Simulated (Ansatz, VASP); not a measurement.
**Si2Se in VASP and in Ansatz**

```xyz
6
Lattice="4.5097 0.0000 0.0000 0.0000 4.5097 0.0000 0.0000 0.0000 9.5464" Properties=species:S:1:pos:R:3 pbc="T T T"
Si    2.2548    2.2548    5.9635
Si    2.2548    2.2548    1.1903
Si    2.2548    2.2548    3.5829
Si    2.2548    2.2548    8.3561
Se    0.0000    2.2548    0.0000
Se    2.2548    0.0000    4.7732
```

Alike in both runs: task relaxation of cell and atoms; functional PBE; k mesh 8 × 8 × 4; occupations gaussian, width 0.1 eV; no spin polarisation.

|  | VASP | Ansatz |
| --- | --- | --- |
| version | VASP 6.6.1 | Ansatz 0.2.0 |
| potentials or method | VASP PAW PBE potentials, release 64 (Si, Se), cutoff 600 eV | scalar-relativistic, plane waves, PAW |
| valence electrons in the cell | 28 | 48 |

```csv
,VASP,Ansatz,Ansatz less VASP
"gap on the k mesh at the Fermi level, each at its own relaxed structure (eV)",none,none,-
relaxed volume (Å³/atom),32.76,33.61,+0.844
relaxed cell length with the largest relative difference (Å),4.524,4.593,+0.0689
```

A gap of «none» marks a metal or a gap that the smearing closes. VASP's potentials hold 28 valence electrons a cell and Ansatz's 48, so a difference there can come from the potentials and not from the codes.
